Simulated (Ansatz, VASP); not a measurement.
## One calculation of Pb, two programs

Contents of INCAR:

```
ALGO     = Normal         # electronic algorithm
EDIFF    = 1E-6           # SCF threshold, eV
ENCUT    = 520            # plane-wave cutoff, eV
GGA      = PE             # functional
ISIF     = 2              # what is computed and relaxed
ISMEAR   = -1             # smearing method
LASPH    = True           # aspherical terms in the spheres
LCHARG   = False          # write CHGCAR
LREAL    = False          # projectors in reciprocal space
LWAVE    = False          # write WAVECAR
NBANDS   = 21             # bands
NELM     = 100            # most SCF steps
PREC     = Accurate       # precision mode
SIGMA    = 0.05           # smearing width, eV
```

KPOINTS

```
k-points
0
Gamma
  8 8 8
```

File POSCAR:

```
Pb
1.0
    0.0000000000      3.4390000555      3.3358300538
    3.4390000555      0.0000000000      3.3358300538
    3.4390000555      3.4390000555      0.0000000000
Pb
2
Direct
    0.0000000000      0.0000000000      0.0000000000
    0.2500000000      0.2500000000      0.2500000000
```

Input for Ansatz:

```yaml
crystal:
  lattice:
    - [0.0, 3.4390000555, 3.3358300538]
    - [3.4390000555, 0.0, 3.3358300538]
    - [3.4390000555, 3.4390000555, 0.0]
  atoms:
    - { symbol: Pb, position: [0.0, 0.0, 0.0] }
    - { symbol: Pb, position: [0.25, 0.25, 0.25] }
kpoints:
  mp_grid: { grid: [8, 8, 8] }
  band_path:
    path:
      - [0.0, 0.0, 0.0]
      - [0.0, 0.5, 0.5]
      - [0.25, 0.75, 0.5]
      - [0.0, 0.5, 0.0]
      - [0.0, 0.0, 0.0]
      - [0.5, 0.5, 0.0]
      - [0.3828515251, 0.6171484749, 0.0]
      - [-0.3828515251, 0.3828515251, 0.0]
      - [0.0, 0.0, 0.0]
    npoints: 5
scf:
  occupations: { method: fermi_dirac, width: 0.05 }
hamiltonian:
  xc: pbe
  pseudopotentials: { kind: all_electron, lapw: { basis_error: 0.00025 } }
output:
  forces: true
  stress: true
  eigenvalues: true
```

Change from the starting cell: zz strain of -3 %.

Alike in both runs: task single point; functional PBE; k mesh 8 × 8 × 8; occupations fermi-dirac, width 0.05 eV; no spin polarisation.

```csv
,VASP,Ansatz
version,VASP 6.6.1,Ansatz 0.2.0
potentials or method,"VASP PAW PBE potentials, release 64 (Pb_d), cutoff 520 eV","all-electron LAPW, scalar-relativistic"
```

|  | VASP | Ansatz | Ansatz less VASP |
| --- | --- | --- | --- |
| pressure (GPa) | 3.5 | 3.5 | +0.06 |
| traceless stress, the component that is largest in VASP (GPa) | 0.16 | 0.16 | 0.000 |

Ansatz ran all-electron here, and VASP with PAW potentials.

Neither program's run includes spin-orbit coupling.
